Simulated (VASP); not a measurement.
# H23NO10 in VASP: single point with r2SCAN+D3(BJ)

Aim: the single point of H23NO10 with r2SCAN+D3(BJ).

Program: VASP 6.6.1. These are calculated values, not measurements. Logs are shortened: lines on timing, memory, paths and dates and some standing lists are left out, and cuts for length are marked.

## Step 1: The cell of the first run

The cell holds a disordered packing, 34 atoms: a = 6.473 Å, b = 6.473 Å, c = 6.473 Å, α = 90.00°, β = 90.00°, γ = 90.00°.

## Step 2: Single point, r2SCAN+D3(BJ)

The input, POSCAR:

```
H23NO10
1.0
    6.4728650000      0.0000000000      0.0000000000
    0.0000000000      6.4728650000      0.0000000000
    0.0000000000      0.0000000000      6.4728650000
O H N
10 23 1
Direct
    0.2588830711      0.6267624516      0.2689725306
    0.0921093646      0.1148260314      0.0554871477
    0.7481347634      0.3243199014      0.1754830568
    0.8688939632      0.8143348878      0.8718369986
    0.3971307450      0.2062667893      0.3531982029
    0.8499741773      0.5357306914      0.5078528703
    0.3221766836      0.8656805583      0.6088644715
    0.1426671988      0.3077095139      0.6850763565
    0.4903507733      0.9052871586      1.0389244743
    0.9234191511     -0.0508228729      0.4735782486
    0.3503375857      0.7083863460      0.1799883814
    0.3154979835      0.4875914347      0.2729978890
    0.1183742706      0.1873677007     -0.0755901148
    0.0356728625     -0.0172107168      0.0080103089
    0.6712297967      0.3791957440      0.0467763796
    0.8712148727      0.2539477900      0.1229871167
    0.9017108733      0.6705621350      0.8519047117
    0.8591100398      0.8711259791      0.7323581443
    0.3201614832      0.1413224760      0.2410469926
    0.5374224080      0.2237696335      0.2953495488
    0.8919233578      0.6730151892      0.4611217406
    0.8138149272      0.4624451186      0.3785211168
    0.3941255589      0.9705488915      0.5283668745
    0.3104123510      0.7509301288      0.5094012521
    0.0357761856      0.3962144914      0.6217273689
    0.2355718896      0.2753839923      0.5713205115
    0.4152457094      0.9314794492      0.9109103777
    0.6309549313      0.8732096408      0.9940343681
    0.9031917496      0.0455003123      0.3617672234
    1.0696232609     -0.0429012941      0.5108920483
    0.4973702127      0.6125263128      0.8645669488
    0.6315410403      0.4665848059      0.7140953508
    0.4127759442      0.3859370151      0.8135808958
    0.5453810140      0.4640141131      0.8465147070
```

The input, INCAR.step1:

```
ALGO = Normal
EDIFF = 1E-5
ENCUT = 1100
GGA = PE
GGA_COMPAT = False
ISMEAR = -1
LASPH = True
LCHARG = False
LREAL = Auto
LWAVE = True
NBANDS = 67
NELM = 120
PREC = Accurate
SIGMA = 0.02
```

The input, INCAR.step2:

```
ALGO = Normal
EDIFF = 1E-6
ENCUT = 1100
GGA_COMPAT = False
ISIF = 2
ISMEAR = -1
ISTART = 1
IVDW = 12
LASPH = True
LCHARG = True
LELF = True
LMIXTAU = True
LREAL = Auto
LVHAR = True
LWAVE = False
METAGGA = R2SCAN
NBANDS = 67
NELM = 120
PREC = Accurate
SIGMA = 0.02
VDW_A1 = 0.49484001
VDW_A2 = 5.73083694
VDW_S6 = 1.0
VDW_S8 = 0.78981345
```

The input, KPOINTS:

```
k-points
0
Gamma
  1 1 1
```

Potentials or basis: VASP PAW PBE potentials, release 64 (O_h, H_h, N_h).

The run is started by

```
$ cat potpaw_PBE.64/O_h/POTCAR potpaw_PBE.64/H_h/POTCAR potpaw_PBE.64/N_h/POTCAR > POTCAR
$ cp INCAR.step1 INCAR
$ mpirun -np 1 vasp_gam > vasp.out
$ cp INCAR.step2 INCAR
$ mpirun -np 1 vasp_gam > vasp.out
```

OUTCAR:

```text
EDIFF = 1E-6
   ENCUT = 1100
   ISIF = 2
   ISMEAR = -1
   ISTART = 1
   IVDW = 12
   LASPH = True
   LREAL = Auto
   METAGGA = R2SCAN
   NELM = 120
   PREC = Accurate
 IVDW          = 12

 ion  position               nearest neighbor table
   1  0.259  0.627  0.269-  12 0.97  11 0.98
   2  0.092  0.115  0.055-  14 0.98  13 0.98
   3  0.748  0.324  0.175-  16 0.98  15 1.03
   4  0.869  0.814  0.872-  17 0.96  18 0.98
   5  0.397  0.206  0.353-  19 0.98  20 0.99
   6  0.850  0.536  0.508-  21 0.98  22 0.99
   7  0.322  0.866  0.609-  23 0.97  24 0.99
   8  0.143  0.308  0.685-  26 0.97  25 0.99
   9  0.490  0.905  0.039-  27 0.98  28 0.98
  10  0.923  0.949  0.474-  29 0.96  30 0.98
  11  0.350  0.708  0.180-   1 0.98
  12  0.315  0.488  0.273-   1 0.97
  13  0.118  0.187  0.924-   2 0.98
  14  0.036  0.983  0.008-   2 0.98
  15  0.671  0.379  0.047-   3 1.03
  16  0.871  0.254  0.123-   3 0.98
[... 15 lines left out ...]
  32  0.632  0.467  0.714-  34 1.02
  33  0.413  0.386  0.814-  34 1.02
  34  0.545  0.464  0.847-  31 1.02  33 1.02  32 1.02

  LATTYP: Found a simple cubic cell.
 ALAT       =     6.4728650000

  Lattice vectors:

 A1 = (   6.4728650000,   0.0000000000,   0.0000000000)
 A2 = (   0.0000000000,   6.4728650000,   0.0000000000)
 A3 = (   0.0000000000,   0.0000000000,   6.4728650000)

Analysis of symmetry for initial positions (statically):
=====================================================================
 Subroutine PRICEL returns:
 Original cell was already a primitive cell.

 Routine SETGRP: Setting up the symmetry group for a
 simple cubic supercell.

 Subroutine GETGRP returns: Found  1 space group operations
 (whereof  1 operations were pure point group operations)
 out of a pool of 48 trial point group operations.

The static configuration has the point symmetry C_1 .

Analysis of symmetry for dynamics (positions and initial velocities):
=====================================================================
 Subroutine PRICEL returns:
 Original cell was already a primitive cell.

 Routine SETGRP: Setting up the symmetry group for a
 simple cubic supercell.

 Subroutine GETGRP returns: Found  1 space group operations
 (whereof  1 operations were pure point group operations)
 out of a pool of 48 trial point group operations.

The dynamic configuration has the point symmetry C_1 .
[... 140 lines left out ...]
   LREAL  =      T    real-space projection
   EDIFFG = 0.1E-04   stopping-criterion for IOM
   NSW    =      0    number of steps for IOM
   IBRION =     -1    ionic relax: 0-MD 1-quasi-New 2-CG
   NFREE  =      0    steps in history (QN), initial steepest desc. (CG)
   ISIF   =      2    stress and relaxation
   ISYM   =      2    0-nonsym 1-usesym 2-fastsym
   POTIM  = 0.5000    time-step for ionic-motion
   TEBEG  =    0.0;   TEEND  =   0.0 temperature during run
   PSTRESS=    0.0 pullay stress
   NELECT =      88.0000    total number of electrons
   NUPDOWN=      -1.0000    fix difference up-down
   EMIN   =  10.00;   EMAX   =-10.00  energy-range for DOS
   EFERMI =   0.00;   METHOD = LEGACY
   ISMEAR =    -1;   SIGMA  =   0.02  broadening in eV -4-tet -1-fermi 0-gaus
   EFERMI_NEDOS =   21; number of points for ismear=-14 and -15
   IALGO  =     38    algorithm
   IMIX   =      4    mixing-type and parameters
     AMIX     =   0.40;   BMIX     =  1.00
     AMIX_MAG =   1.60;   BMIX_MAG =  1.00
  volume/ion in A,a.u.               =       7.98        53.83
  Fermi-wavevector in a.u.,A,eV,Ry     =   1.124965  2.125876 17.218815  1.265547
  Thomas-Fermi vector in A             =   2.261640
   LORBIT       =      0    0 simple, 1 ext, 2 COOP (PROOUT), +10 PAW based schemes
   METAGGA = R2SCAN    functional components
   LHFCALC =     F    Hartree Fock is set to
   AEXX    =    0.0000 exact exchange contribution
   IVDW    =    12    specifies the selected vdW correction
   LEPSILON=     F    determine dielectric tensor
   LRPA    =     F    only Hartree local field effects (RPA)
 non-spin polarized calculation
  energy-cutoff  :     1100.00
  volume of cell :      271.20
 maximum number of plane-waves:     11288
 NGX is ok and might be reduce to    70
   NGX = 35   NGY = 35   NGZ = 35

 number of electron      88.0000001 magnetization

 Free energy of the ion-electron system (eV)
  ---------------------------------------------------
  ext. energy  EPLUGINS =         0.00000000
  ---------------------------------------------------
  free energy    TOTEN  =      -180.02828705 eV

  energy without entropy =     -180.02828705  energy(sigma->0) =     -180.02828705

 E-fermi :  -2.1060     XC(G=0):  -8.1285

 val. band max:       -2.6886280531   @ k =   0.0000   0.0000   0.0000
 cond. band min:       2.6706119077   @ k =   0.0000   0.0000   0.0000
 fundamental gap:      5.3592399609
 Fermi energy:        -2.1060247660

 k-point     1 :       0.0000    0.0000    0.0000
  band No.  band energies     occupation
      1     -23.3445      2.00000
      2     -22.8912      2.00000
      3     -22.7296      2.00000
      4     -22.5208      2.00000
      5     -22.3254      2.00000
      6     -22.2401      2.00000
[... 48 lines left out ...]
     55       8.4434      0.00000
     56       8.7210      0.00000
 [bands above 56 left out]

------------------------ aborting loop because EDIFF is reached ----------------------------------------

 Edisp (eV)   -0.71270

 E8    (eV) :    -0.1025

  FORCE on cell =-STRESS in cart. coord.  units (eV):
  Direction    XX          YY          ZZ          XY          YZ          ZX
  --------------------------------------------------------------------------------------
  -------------------------------------------------------------------------------------
  Total       1.47918     2.43059    -0.74698     0.72679     1.58357    -0.83798
  in kB       8.73863    14.35927    -4.41296     4.29368     9.35530    -4.95055
  external pressure =        6.23 kB  Pullay stress =        0.00 kB

 VOLUME and BASIS-vectors are now :
 -----------------------------------------------------------------------------
  energy-cutoff  :     1100.00
  volume of cell :      271.20
      direct lattice vectors                 reciprocal lattice vectors
     6.472865000  0.000000000  0.000000000     0.154491095  0.000000000  0.000000000
     0.000000000  6.472865000  0.000000000     0.000000000  0.154491095  0.000000000
     0.000000000  0.000000000  6.472865000     0.000000000  0.000000000  0.154491095

 POSITION                                       TOTAL-FORCE (eV/Angst)
 -----------------------------------------------------------------------------------
      1.67572      4.05695      1.74102         0.137311     -0.076756     -0.041781
      0.59621      0.74325      0.35916         0.009508      0.056850     -0.049616
      4.84258      2.09928      1.13588        -0.086521      0.047137     -0.097432
      5.62423      5.27108      5.64328         0.011006     -0.040801      0.017965
      2.57057      1.33514      2.28620         0.079187      0.019404     -0.013634
      5.50177      3.46771      3.28726         0.005138      0.071492     -0.113940
[... 26 lines left out ...]
      2.67184      2.49812      5.26620         0.125581      0.029361      0.041161
      3.53018      3.00350      5.47938        -0.053120      0.032290     -0.081002
 -----------------------------------------------------------------------------------
    total drift:                                0.009647      0.005140     -0.012397

  FREE ENERGIE OF THE ION-ELECTRON SYSTEM (eV)
  ---------------------------------------------------
  free  energy   TOTEN  =      -180.7409920384 eV

  energy  without entropy=     -180.7409920384  energy(sigma->0) =     -180.74099204
```

OUTCAR.step1:

```text
EDIFF = 1E-5
   ENCUT = 1100
   GGA = PE
   ISMEAR = -1
   LASPH = True
   LREAL = Auto
   NELM = 120
[... 353 lines left out ...]
      2.57057      1.33514      2.28620        -0.085109      0.137324      0.430587
      5.50177      3.46771      3.28726        -0.028226     -0.138559      0.336822
[... 26 lines left out ...]
      2.67184      2.49812      5.26620        -0.150774     -0.120607     -0.027737
      3.53018      3.00350      5.47938         0.125896     -0.109130      0.163063
 -----------------------------------------------------------------------------------
    total drift:                                0.011169      0.002855     -0.009740

  FREE ENERGIE OF THE ION-ELECTRON SYSTEM (eV)
  ---------------------------------------------------
  free  energy   TOTEN  =      -166.8859899396 eV

  energy  without entropy=     -166.8859899396  energy(sigma->0) =     -166.88598994
```

OSZICAR.step1:

```text
N       E                     dE             d eps       ncg     rms          rms(c)
DAV:   1     0.114140971740E+04    0.11414E+04   -0.72407E+04   134   0.225E+03
DAV:   2     0.214616227369E+02   -0.11199E+04   -0.10427E+04   177   0.386E+02
DAV:   3    -0.175482719092E+03   -0.19694E+03   -0.19451E+03   164   0.164E+02
DAV:   4    -0.182783026726E+03   -0.73003E+01   -0.72620E+01   172   0.344E+01
DAV:   5    -0.182982568529E+03   -0.19954E+00   -0.19905E+00   188   0.532E+00    0.252E+01
DAV:   6    -0.167338650503E+03    0.15644E+02   -0.44784E+01   164   0.258E+01    0.914E+00
DAV:   7    -0.167041305415E+03    0.29735E+00   -0.25148E+00   180   0.593E+00    0.577E+00
DAV:   8    -0.166883261776E+03    0.15804E+00   -0.47748E-01   172   0.394E+00    0.758E-01
DAV:   9    -0.166879977651E+03    0.32841E-02   -0.58821E-02   172   0.110E+00    0.353E-01
DAV:  10    -0.166884996709E+03   -0.50191E-02   -0.14847E-02   156   0.499E-01    0.182E-01
DAV:  11    -0.166885841261E+03   -0.84455E-03   -0.92273E-04   164   0.194E-01    0.904E-02
DAV:  12    -0.166885967576E+03   -0.12631E-03   -0.73748E-04   156   0.164E-01    0.203E-02
DAV:  13    -0.166885987685E+03   -0.20109E-04   -0.11533E-04   180   0.596E-02    0.103E-02
DAV:  14    -0.166885989940E+03   -0.22546E-05   -0.14563E-05   116   0.213E-02
   1 F= -.16688599E+03 E0= -.16688599E+03  d E =-.201616E-12
```

It took 7.6 min on 1 thread of Intel Xeon Platinum 8488C (Sapphire Rapids), shared host; peak memory 0.77 GiB.

What came out:

| Property | Result |
| --- | --- |
| Free energy | -180.7410 eV |
| Pressure | 0.6 GPa |
| Largest force | 0.317 eV/Å |
| Band gap on the k mesh | 5.36 eV |
| Dispersion energy per atom | -0.021 eV |

Forces on the atoms (eV/Å):
```
O    0.137 -0.077 -0.042
O    0.010  0.057 -0.050
O   -0.087  0.047 -0.097
O    0.011 -0.041  0.018
O    0.079  0.019 -0.014
O    0.005  0.071 -0.114
O    0.006  0.015  0.014
O    0.032  0.026  0.025
O   -0.159  0.017 -0.246
O    0.061  0.107 -0.150
H   -0.028 -0.027  0.038
H   -0.055  0.107  0.038
H    0.013  0.041 -0.051
H   -0.026 -0.059  0.004
H   -0.008 -0.004  0.039
H    0.114 -0.065 -0.046
H   -0.021 -0.010  0.043
H    0.012  0.042 -0.011
H   -0.065 -0.007 -0.054
H   -0.039  0.022  0.039
H   -0.090 -0.096  0.076
H   -0.010  0.005  0.016
H   -0.027  0.067  0.004
H    0.014  0.012  0.022
H   -0.079  0.057 -0.037
H    0.018 -0.005  0.037
H    0.170 -0.157  0.217
H   -0.052  0.008 -0.007
H   -0.045 -0.075  0.148
H    0.031 -0.023  0.047
H    0.078 -0.129  0.014
H   -0.072 -0.010  0.119
H    0.126  0.029  0.041
N   -0.053  0.032 -0.081
```

Caveat: the k points lie up to 0.97 Å⁻¹ apart; the PAW data sets were made with another functional, which shifts forces and pressure a little.
